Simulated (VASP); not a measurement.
Crystal: Si2Mo.

```
Mo Si
1.0
    -1.62106    1.62106    3.98222
     1.62106   -1.62106    3.98222
     1.62106    1.62106   -3.98222
Mo Si
1 2
Direct
  0.00000 0.00000 0.00000
  0.66700 0.66700 0.00000
  0.33300 0.33300 0.00000
```

Base run:

* Program: VASP 6.6.1
* Functional: LDA
* Potentials or basis: VASP PAW LDA potentials, release 64 (Mo_sv, Si)
* Cutoff: 520 eV
* k mesh: 12 × 12 × 12
* Occupations: fermi-dirac, width 0.05 eV
* Spin: no spin polarisation

Its results: band gap on the k mesh zero (bands 11 and 12 overlap by 1.00 eV); pressure -12.8 GPa; largest force 0.422 eV/Å.

Question: The run is repeated on the same cell with these changes: functional from LDA to PBEsol; potentials or basis from VASP PAW LDA potentials, release 64 (Mo_sv, Si) to VASP PAW PBE potentials, release 64 (Mo_sv, Si). What comes out?

Answer: Band gap on the k mesh zero (bands 11 and 12 overlap by 1.01 eV); pressure -10.0 GPa; largest force 0.379 eV/Å.

Caveats: the cell stands under tension; the PAW data sets were made with another functional, which shifts forces and pressure a little (at least some runs).
